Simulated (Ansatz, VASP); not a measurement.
## Ag: VASP beside Ansatz

The input INCAR:

```
SYSTEM = Ag
ALGO     = Normal         ! electronic algorithm
EDIFF    = 1E-6           ! SCF threshold, eV
EDIFFG   = -0.04          ! ionic threshold
ENCUT    = 600            ! plane-wave cutoff, eV
GGA      = PS             ! functional
IBRION   = 2              ! ionic algorithm
ISIF     = 3              ! what is computed and relaxed
ISMEAR   = 0              ! smearing method
LASPH    = .True.         ! aspherical terms in the spheres
LCHARG   = .False.        ! write CHGCAR
LREAL    = .False.        ! projectors in reciprocal space
LWAVE    = .False.        ! write WAVECAR
NELM     = 100            ! most SCF steps
NSW      = 90             ! ionic steps
PREC     = Accurate       ! precision mode
SIGMA    = 0.1            ! smearing width, eV
```

Contents of KPOINTS:

```
k-points
0
Gamma
  6 6 6
  0 0 0
```

Contents of POSCAR:

```
Ag
1.0
    1.4730471633      0.8504641762      7.2046500000
   -1.4730471633      0.8504641762      7.2046500000
    0.0000000000     -1.7009283525      7.2046500000
Ag
3
Direct
    0.0000000000      0.0000000000      0.0000000000
    0.7777190000      0.7777190000      0.7777190000
    0.2222810000      0.2222810000      0.2222810000
```

Input for Ansatz:

```yaml
crystal:
  lattice:
    - [1.4730471633, 0.8504641762, 7.20465]
    - [-1.4730471633, 0.8504641762, 7.20465]
    - [0.0, -1.7009283525, 7.20465]
  atoms:
    - { symbol: Ag, position: [0.0, 0.0, 0.0] }
    - { symbol: Ag, position: [0.777719, 0.777719, 0.777719] }
    - { symbol: Ag, position: [0.222281, 0.222281, 0.222281] }
basis:
  ecutwfc: 420
kpoints:
  mp_grid: { grid: [6, 6, 6] }
hamiltonian:
  xc: pbesol
scf:
  occupations: { method: gaussian, width: 0.1 }
  lower_state_search: "off"
output:
  forces: true
  stress: true
  eigenvalues: true
relax:
  adjacent_minimum: "off"
  f_tol: 0.04
  max_steps: 70
  cell: { stress_tol: 0.4 }
```

Alike in both runs: task relaxation of cell and atoms; functional PBEsol; k mesh 6 × 6 × 6; occupations gaussian, width 0.1 eV; no spin polarisation.

|  | VASP | Ansatz |
| --- | --- | --- |
| version | VASP 6.6.1 | Ansatz 0.2.0 |
| potentials or method | VASP PAW PBE potentials, release 64 (Ag), cutoff 600 eV | scalar-relativistic, plane waves, PAW |
| valence electrons in the cell | 33 | 57 |

VASP gave:

| Property | Result |
| --- | --- |
| gap on the k mesh at the Fermi level, each at its own relaxed structure (eV) | none |
| relaxed volume (Å³/atom) | 16.74 |
| relaxed cell length with the largest relative difference (Å) | 7.118 |

Problem. Estimate Ansatz's values.

Solution. gap on the k mesh at the Fermi level, each at its own relaxed structure (eV): none; relaxed volume (Å³/atom): 16.78; relaxed cell length with the largest relative difference (Å): 7.157.

VASP's potentials were made for PBE, not for PBEsol. A gap of «none» marks a metal or a gap that the smearing closes. VASP's potentials hold 33 valence electrons a cell and Ansatz's 57, so a difference there can come from the potentials and not from the codes.

The k mesh is coarse, so the values compare programs but aren't converged.
